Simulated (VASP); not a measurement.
# HfO2 (Fm-3m) in VASP: notebook

HfO2 is run at these levels: PBEsol; tasks: single point, relaxation of cell and atoms.

All numbers are computed with VASP 6.6.1; they aren't measurements. Logs are shortened: lines on timing, memory, paths and dates and some standing lists are left out, and cuts for length are marked.

## 1. The cell of the first run

The structure is cubic, space group Fm-3m (No. 225). The conventional cell has a = 5.047 Å, b = 5.047 Å, c = 5.047 Å, α = 90.00°, β = 90.00°, γ = 90.00°. Hf (site symmetry m-3m) has 8 O at 2.19 Å within 2.9 Å. Within 2.9 Å of O (site symmetry -43m) lie 4 Hf at 2.19 Å and 6 O at 2.52 Å.

## 2. Single point, PBEsol

File INCAR:

```
PREC = Accurate
ENCUT = 520
EDIFF = 1E-6
ISMEAR = 0
SIGMA = 0.1
LREAL = F
LASPH = T
NELM = 100
ALGO = Normal
ISIF = 2
LWAVE = F
LCHARG = T
GGA = PS
LELF = T
LVHAR = T
NBANDS = 18
```

File KPOINTS:

```
Automatic mesh
0
Gamma
  6 6 6
```

File POSCAR:

```
HfO2
1.0
    0.0000000000      2.5234995116      2.5234995116
    2.5234995116      0.0000000000      2.5234995116
    2.5234995116      2.5234995116      0.0000000000
Hf O
1 2
Direct
    0.0000000000      0.0000000000      0.0000000000
    0.2500000000      0.2500000000      0.2500000000
    0.7500000000      0.7500000000      0.7500000000
```

Potentials or basis: VASP PAW PBE potentials, release 64 (Hf_pv, O).

On the command line:

```bash
$ cat potpaw_PBE.64/Hf_pv/POTCAR potpaw_PBE.64/O/POTCAR > POTCAR
$ mpirun -np 1 vasp_std > vasp.out
```

OUTCAR:

```text
PREC = Accurate
   ENCUT = 520
   EDIFF = 1E-6
   ISMEAR = 0
   LREAL = F
   LASPH = T
   NELM = 100
   ISIF = 2
   GGA = PS

 ion  position               nearest neighbor table
   1  0.000  0.000  0.000-   3 2.19   3 2.19   3 2.19   2 2.19   3 2.19   2 2.19   2 2.19   2 2.19

   2  0.250  0.250  0.250-   1 2.19   1 2.19   1 2.19   1 2.19
   3  0.750  0.750  0.750-   1 2.19   1 2.19   1 2.19   1 2.19

  LATTYP: Found a face centered cubic cell.
 ALAT       =     5.0469990232

  Lattice vectors:

 A1 = (   0.0000000000,   2.5234995116,   2.5234995116)
 A2 = (   2.5234995116,   0.0000000000,   2.5234995116)
 A3 = (   2.5234995116,   2.5234995116,   0.0000000000)

Analysis of symmetry for initial positions (statically):
=====================================================================
 Subroutine PRICEL returns:
 Original cell was already a primitive cell.

 Routine SETGRP: Setting up the symmetry group for a
 face centered cubic supercell.

 Subroutine GETGRP returns: Found 48 space group operations
 (whereof 48 operations were pure point group operations)
 out of a pool of 48 trial point group operations.

The static configuration has the point symmetry O_h .

Analysis of symmetry for dynamics (positions and initial velocities):
=====================================================================
 Subroutine PRICEL returns:
 Original cell was already a primitive cell.

 Routine SETGRP: Setting up the symmetry group for a
 face centered cubic supercell.

 Subroutine GETGRP returns: Found 48 space group operations
 (whereof 48 operations were pure point group operations)
 out of a pool of 48 trial point group operations.

The dynamic configuration has the point symmetry O_h .

 Subroutine INISYM returns: Found 48 space group operations
 (whereof 48 operations are pure point group operations),
 and found     1 'primitive' translations

----------------------------------------------------------------------------------------

                                     Primitive cell

  volume of cell :      32.1395

  direct lattice vectors                    reciprocal lattice vectors
     0.000000000  2.523499512  2.523499512    -0.198137546  0.198137546  0.198137546
     2.523499512  0.000000000  2.523499512     0.198137546 -0.198137546  0.198137546
     2.523499512  2.523499512  0.000000000     0.198137546  0.198137546 -0.198137546

  length of vectors
     3.568767234  3.568767234  3.568767234     0.343184296  0.343184296  0.343184296

  position of ions in fractional coordinates (direct lattice)
     0.000000000  0.000000000  0.000000000
     0.250000000  0.250000000  0.250000000
     0.750000000  0.750000000  0.750000000

  ion indices of the primitive-cell ions
   primitive index   ion index
                 1           1
                 2           2
                 3           3

----------------------------------------------------------------------------------------

 KPOINTS: Automatic mesh

Automatic generation of k-mesh.
 Grid dimensions read from file:
 generate k-points for:    6    6    6

 Generating k-lattice:

  Cartesian coordinates                     Fractional coordinates (reciprocal lattice)
    -0.033022924  0.033022924  0.033022924     0.166666667  0.000000000  0.000000000
     0.033022924 -0.033022924  0.033022924     0.000000000  0.166666667  0.000000000
     0.033022924  0.033022924 -0.033022924     0.000000000  0.000000000  0.166666667

  Length of vectors
     0.057197383  0.057197383  0.057197383

  Shift w.r.t. Gamma in fractional coordinates (k-lattice)
     0.000000000  0.000000000  0.000000000

 Subroutine IBZKPT returns following result:
 ===========================================

 Found     16 irreducible k-points:

 Following reciprocal coordinates:
            Coordinates               Weight
  0.000000  0.000000  0.000000      1.000000
  0.166667  0.000000  0.000000      8.000000
  0.333333  0.000000  0.000000      8.000000
  0.500000  0.000000  0.000000      4.000000
  0.166667  0.166667  0.000000      6.000000
  0.333333  0.166667  0.000000     24.000000
[... 8 lines left out ...]
 -0.333333  0.333333  0.166667     24.000000
 -0.333333  0.500000  0.166667     12.000000
   k-points           NKPTS =     16   k-points in BZ     NKDIM =     16   number of bands    NBANDS=     18
   number of dos      NEDOS =    301   number of ions     NIONS =      3
   total plane-waves  NPLWV =  21952
   dimension x,y,z NGX =    28 NGY =   28 NGZ =   28
   dimension x,y,z NGXF=    56 NGYF=   56 NGZF=   56
   ions per type =               1   2
   NGX,Y,Z   is equivalent  to a cutoff of  13.04, 13.04, 13.04 a.u.
   NGXF,Y,Z  is equivalent  to a cutoff of  26.09, 26.09, 26.09 a.u.
 SYSTEM =  unknown system
   PREC   = accura    normal or accurate (medium, high low for compatibility)
   ISTART =      0    job   : 0-new  1-cont  2-samecut
   ICHARG =      2    charge: 1-file 2-atom 10-const
   ISPIN  =      1    spin polarized calculation?
   LNONCOLLINEAR =      F non collinear calculations
   LSORBIT =      F    spin-orbit coupling
   LASPH  =      T    aspherical Exc in radial PAW
   ENCUT  =  520.0 eV  38.22 Ry    6.18 a.u.   6.64  6.64  6.64*2*pi/ulx,y,z
   NELM   =    100;   NELMIN=  2; NELMDL= -5     # of ELM steps
   EDIFF  = 0.1E-05   stopping-criterion for ELM
   LREAL  =      F    real-space projection
   EDIFFG = 0.1E-04   stopping-criterion for IOM
   NSW    =      0    number of steps for IOM
   IBRION =     -1    ionic relax: 0-MD 1-quasi-New 2-CG
   NFREE  =      0    steps in history (QN), initial steepest desc. (CG)
   ISIF   =      2    stress and relaxation
   ISYM   =      2    0-nonsym 1-usesym 2-fastsym
   POTIM  = 0.5000    time-step for ionic-motion
   TEBEG  =    0.0;   TEEND  =   0.0 temperature during run
   PSTRESS=    0.0 pullay stress
   NELECT =      22.0000    total number of electrons
   NUPDOWN=      -1.0000    fix difference up-down
   EMIN   =  10.00;   EMAX   =-10.00  energy-range for DOS
   EFERMI =   0.00;   METHOD = LEGACY
   ISMEAR =     0;   SIGMA  =   0.10  broadening in eV -4-tet -1-fermi 0-gaus
   EFERMI_NEDOS =   21; number of points for ismear=-14 and -15
   IALGO  =     38    algorithm
   IMIX   =      4    mixing-type and parameters
     AMIX     =   0.40;   BMIX     =  1.00
     AMIX_MAG =   1.60;   BMIX_MAG =  1.00
  volume/ion in A,a.u.               =      10.71        72.30
  Fermi-wavevector in a.u.,A,eV,Ry     =   1.442788  2.726474 28.322391  2.081637
  Thomas-Fermi vector in A             =   2.561269
   LORBIT       =      0    0 simple, 1 ext, 2 COOP (PROOUT), +10 PAW based schemes
   GGA     = PS    functional components
   LHFCALC =     F    Hartree Fock is set to
   AEXX    =    0.0000 exact exchange contribution
   IVDW    =     0    specifies the selected vdW correction
   LEPSILON=     F    determine dielectric tensor
   LRPA    =     F    only Hartree local field effects (RPA)
 non-spin polarized calculation
 Gauss-broadening in eV      SIGMA  =   0.10
  energy-cutoff  :      520.00
  volume of cell :       32.14
 maximum number of plane-waves:       893
 NGX is ok and might be reduce to    28
   NGX = 13   NGY = 13   NGZ = 13

 number of electron      21.9999993 magnetization

 Free energy of the ion-electron system (eV)
  ---------------------------------------------------
  ext. energy  EPLUGINS =         0.00000000
  ---------------------------------------------------
  free energy    TOTEN  =       -31.63084564 eV

  energy without entropy =      -31.63084564  energy(sigma->0) =      -31.63084564

 E-fermi :   4.6752     XC(G=0): -12.1778

 val. band max:        4.2488094195   @ k =   0.5000   0.5000   0.0000
 cond. band min:       7.9550351480   @ k =   0.5000   0.5000   0.0000
 fundamental gap:      3.7062257284
 Fermi energy:         4.6752219423

 k-point     1 :       0.0000    0.0000    0.0000
  band No.  band energies     occupation
      1     -25.3153      2.00000
      2     -25.3153      2.00000
      3     -25.3153      2.00000
      4     -14.5257      2.00000
      5     -11.3562      2.00000
      6      -1.2370      2.00000
[... 10 lines left out ...]
     17      14.8402      0.00000
     18      17.8513      0.00000

 k-point     2 :       0.1667    0.0000    0.0000
  band No.  band energies     occupation
      1     -25.4400      2.00000
      2     -25.3289      2.00000
      3     -25.3289      2.00000
      4     -14.1517      2.00000
      5     -11.6530      2.00000
      6      -0.9724      2.00000
[... 10 lines left out ...]
     17      14.3893      0.00000
     18      17.5246      0.00000

 k-point     3 :       0.3333    0.0000    0.0000
  band No.  band energies     occupation
      1     -25.6743      2.00000
      2     -25.3559      2.00000
      3     -25.3559      2.00000
      4     -13.4636      2.00000
      5     -12.0556      2.00000
      6      -0.4357      2.00000
[... 10 lines left out ...]
     17      13.8530      0.00000
     18      16.4186      0.00000

 k-point     4 :       0.5000    0.0000    0.0000
  band No.  band energies     occupation
      1     -25.7848      2.00000
      2     -25.3693      2.00000
      3     -25.3693      2.00000
      4     -13.2462      2.00000
      5     -12.0677      2.00000
      6      -0.1858      2.00000
[... 10 lines left out ...]
     17      13.7607      0.00000
     18      16.8431      0.00000

 k-point     5 :       0.1667    0.1667    0.0000
  band No.  band energies     occupation
      1     -25.4499      2.00000
      2     -25.3490      2.00000
      3     -25.3490      2.00000
      4     -14.0132      2.00000
      5     -11.7562      2.00000
      6      -0.9243      2.00000
[... 10 lines left out ...]
     17      14.2293      0.00000
     18      17.5019      0.00000

 k-point     6 :       0.3333    0.1667    0.0000
  band No.  band energies     occupation
      1     -25.6196      2.00000
      2     -25.3905      2.00000
      3     -25.3792      2.00000
      4     -13.3723      2.00000
      5     -12.1443      2.00000
      6      -0.5269      2.00000
[... 10 lines left out ...]
     17      14.0949      0.00000
     18      17.2928      0.00000

 k-point     7 :       0.5000    0.1667    0.0000
  band No.  band energies     occupation
      1     -25.7396      2.00000
      2     -25.4466      2.00000
      3     -25.3894      2.00000
      4     -13.0099      2.00000
      5     -12.2145      2.00000
      6      -0.6309      2.00000
[... 10 lines left out ...]
     17      14.6321      0.00000
     18      17.1168      0.00000

 k-point     8 :      -0.3333    0.1667    0.0000
  band No.  band energies     occupation
      1     -25.7013      2.00000
      2     -25.4595      2.00000
      3     -25.3695      2.00000
      4     -13.0782      2.00000
      5     -12.2255      2.00000
      6      -0.7136      2.00000
[... 10 lines left out ...]
     17      14.7545      0.00000
     18      16.9746      0.00000

 k-point     9 :      -0.1667    0.1667    0.0000
  band No.  band energies     occupation
      1     -25.5569      2.00000
      2     -25.3980      2.00000
      3     -25.3392      2.00000
      4     -13.6414      2.00000
      5     -11.9891      2.00000
      6      -0.8598      2.00000
[... 10 lines left out ...]
     17      14.1783      0.00000
     18      17.3176      0.00000

 k-point    10 :       0.3333    0.3333    0.0000
  band No.  band energies     occupation
      1     -25.6971      2.00000
      2     -25.4159      2.00000
      3     -25.4159      2.00000
      4     -12.8860      2.00000
      5     -12.4223      2.00000
      6      -1.2167      2.00000
[... 10 lines left out ...]
     17      13.7785      0.00000
     18      17.7781      0.00000

 k-point    11 :       0.5000    0.3333    0.0000
  band No.  band energies     occupation
      1     -25.7485      2.00000
      2     -25.4908      2.00000
      3     -25.4293      2.00000
      4     -12.6262      2.00000
      5     -12.4148      2.00000
      6      -1.8000      2.00000
[... 10 lines left out ...]
     17      15.9558      0.00000
     18      17.7804      0.00000

 k-point    12 :      -0.3333    0.3333    0.0000
  band No.  band energies     occupation
      1     -25.6487      2.00000
      2     -25.6178      2.00000
      3     -25.4062      2.00000
      4     -12.6703      2.00000
      5     -12.3649      2.00000
      6      -1.3081      2.00000
[... 10 lines left out ...]
     17      16.1615      0.00000
     18      17.6585      0.00000

 k-point    13 :       0.5000    0.5000    0.0000
  band No.  band energies     occupation
      1     -25.8112      2.00000
      2     -25.4491      2.00000
      3     -25.4491      2.00000
      4     -12.7090      2.00000
      5     -12.2362      2.00000
      6      -2.4077      2.00000
[... 10 lines left out ...]
     17      17.4705      0.00000
     18      17.7382      0.00000

 k-point    14 :       0.5000    0.3333    0.1667
  band No.  band energies     occupation
      1     -25.6826      2.00000
      2     -25.4949      2.00000
      3     -25.4012      2.00000
      4     -12.8190      2.00000
      5     -12.4009      2.00000
      6      -0.8664      2.00000
[... 10 lines left out ...]
     17      15.1528      0.00000
     18      17.6393      0.00000

 k-point    15 :      -0.3333    0.3333    0.1667
  band No.  band energies     occupation
      1     -25.6822      2.00000
      2     -25.5699      2.00000
      3     -25.4208      2.00000
      4     -12.6664      2.00000
      5     -12.3692      2.00000
      6      -0.8557      2.00000
[... 10 lines left out ...]
     17      15.9801      0.00000
     18      17.6190      0.00000

 k-point    16 :      -0.3333    0.5000    0.1667
  band No.  band energies     occupation
      1     -25.7237      2.00000
      2     -25.5427      2.00000
      3     -25.4509      2.00000
      4     -12.5858      2.00000
      5     -12.3500      2.00000
      6      -1.7818      2.00000
[... 10 lines left out ...]
     17      17.2565      0.00000
     18      17.7826      0.00000

------------------------ aborting loop because EDIFF is reached ----------------------------------------

  FORCE on cell =-STRESS in cart. coord.  units (eV):
  Direction    XX          YY          ZZ          XY          YZ          ZX
  --------------------------------------------------------------------------------------
  -------------------------------------------------------------------------------------
  Total       -0.8432456     -0.8432456     -0.8432456      0.0000000     -0.0000000      0.0000000
  in kB      -42.0363491    -42.0363491    -42.0363491      0.0000000     -0.0000000      0.0000000
  external PRESSURE =     -42.0363491 kB  Pullay stress =       0.0000000 kB

 VOLUME and BASIS-vectors are now :
 -----------------------------------------------------------------------------
  energy-cutoff  :      520.00
  volume of cell :       32.14
      direct lattice vectors                 reciprocal lattice vectors
     0.000000000  2.523499512  2.523499512    -0.198137546  0.198137546  0.198137546
     2.523499512  0.000000000  2.523499512     0.198137546 -0.198137546  0.198137546
     2.523499512  2.523499512  0.000000000     0.198137546  0.198137546 -0.198137546

 POSITION                                       TOTAL-FORCE (eV/Angst)
 -----------------------------------------------------------------------------------
      0.00000      0.00000      0.00000        -0.000000     -0.000000      0.000000
      1.26175      1.26175      1.26175        -0.000000     -0.000000     -0.000000
      3.78525      3.78525      3.78525         0.000000      0.000000      0.000000
 -----------------------------------------------------------------------------------
    total drift:                                0.000000      0.000000      0.000000

  FREE ENERGIE OF THE ION-ELECTRON SYSTEM (eV)
  ---------------------------------------------------
  free  energy   TOTEN  =       -31.6308456440 eV

  energy  without entropy=      -31.6308456440  energy(sigma->0) =      -31.63084564
```

It took 14 s on 1 thread of AMD EPYC 7R43 (Zen 3), shared host; peak memory 0.12 GiB.

Results:

```
Free energy            : -31.6308 eV
Pressure               : -4.2 GPa
Band gap on the k mesh : 3.71 eV, direct
```

Levels at points of the mesh, in eV from the valence-band top:
| k point | band 7 | band 8 | band 9 | band 10 | band 11 | band 12 | band 13 | band 14 | band 15 | band 16 |
| --- | --- | --- | --- | --- | --- | --- | --- | --- | --- | --- |
| (0.00, 0.00, 0.00) | -5.49 | -5.49 | -0.62 | -0.62 | -0.62 | 3.81 | 3.81 | 5.75 | 10.59 | 10.59 |
| (0.50, 0.00, 0.00) | -4.43 | -3.11 | -2.81 | -1.87 | -1.87 | 4.57 | 4.57 | 7.08 | 8.88 | 9.51 |
| (0.50, 0.50, 0.00) | -3.53 | -3.53 | -1.57 | -1.57 | 0.00 | 3.71 | 5.50 | 6.72 | 8.25 | 8.25 |

Caveat: the PAW data sets were made with another functional, which shifts forces and pressure a little; spin-orbit coupling is left out, which moves the levels of the heavy elements. Expect the measured gap to be larger: semilocal functionals such as PBEsol lack the derivative discontinuity.

(Part 1 of 3 ends here.)
